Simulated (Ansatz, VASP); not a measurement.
# Sb3C5: VASP beside Ansatz

The input INCAR:

```
  PREC = Accurate
  ENCUT = 520
  EDIFF = 1E-6
  ISMEAR = 0
  SIGMA = 0.1
  LREAL = False
  LASPH = True
  NELM = 100
  ALGO = Normal
  ISIF = 2
  LWAVE = False
  LCHARG = False
  GGA = PE
  NBANDS = 28
```

The input KPOINTS:

```
Automatic mesh
0
Gamma
  4 4 4
```

File POSCAR:

```
Sb3C5
1.0
    5.6583674800      0.0000000000      0.0000000000
    0.0000000000      5.6583674800      0.0000000000
    0.0000000000      0.0000000000      5.6583674800
Sb C
3 5
Direct
    0.5000000000      0.0000000000      0.0000000000
    0.0000000000      0.5000000000      0.0000000000
    0.0000000000      0.0000000000      0.5000000000
    0.0000000000      0.5000000000      0.5000000000
    0.5000000000      0.0000000000      0.5000000000
    0.5000000000      0.5000000000      0.0000000000
    0.0000000000      0.0000000000      0.0000000000
    0.5000000000      0.5000000000      0.5000000000
```

Input for Ansatz:

```yaml
crystal:
  lattice:
    - [5.65836748, 0.0, 0.0]
    - [0.0, 5.65836748, 0.0]
    - [0.0, 0.0, 5.65836748]
  atoms:
    - { symbol: Sb, position: [0.5, 0.0, 0.0] }
    - { symbol: Sb, position: [0.0, 0.5, 0.0] }
    - { symbol: Sb, position: [0.0, 0.0, 0.5] }
    - { symbol: C, position: [0.0, 0.5, 0.5] }
    - { symbol: C, position: [0.5, 0.0, 0.5] }
    - { symbol: C, position: [0.5, 0.5, 0.0] }
    - { symbol: C, position: [0.0, 0.0, 0.0] }
    - { symbol: C, position: [0.5, 0.5, 0.5] }
basis:
  ecutwfc: 420
kpoints:
  mp_grid: { grid: [4, 4, 4] }
hamiltonian:
  xc: pbe
scf:
  occupations: { method: gaussian, width: 0.1 }
  lower_state_search: "off"
output:
  forces: true
  stress: true
  eigenvalues: true
```

Alike in both runs: task single point; functional PBE; k mesh 4 × 4 × 4; occupations gaussian, width 0.1 eV; no spin polarisation.

|  | VASP | Ansatz |
| --- | --- | --- |
| version | VASP 6.6.1 | Ansatz 0.2.0 |
| potentials or method | VASP PAW PBE potentials, release 64 (Sb, C), cutoff 520 eV | scalar-relativistic, plane waves, PAW |
| valence electrons in the cell | 35 | 65 |

Ansatz gave:

```
gap on the k mesh at the Fermi level (eV) : none
pressure (GPa)                            : -20.8
```

**Question.** Estimate VASP's values.

**Answer.** gap on the k mesh at the Fermi level (eV): none; pressure (GPa): -20.9.

A gap of «none» marks a metal or a gap that the smearing closes. VASP's potentials hold 35 valence electrons a cell and Ansatz's 65, so a difference there can come from the potentials and not from the codes.

Spin-orbit coupling is off throughout.
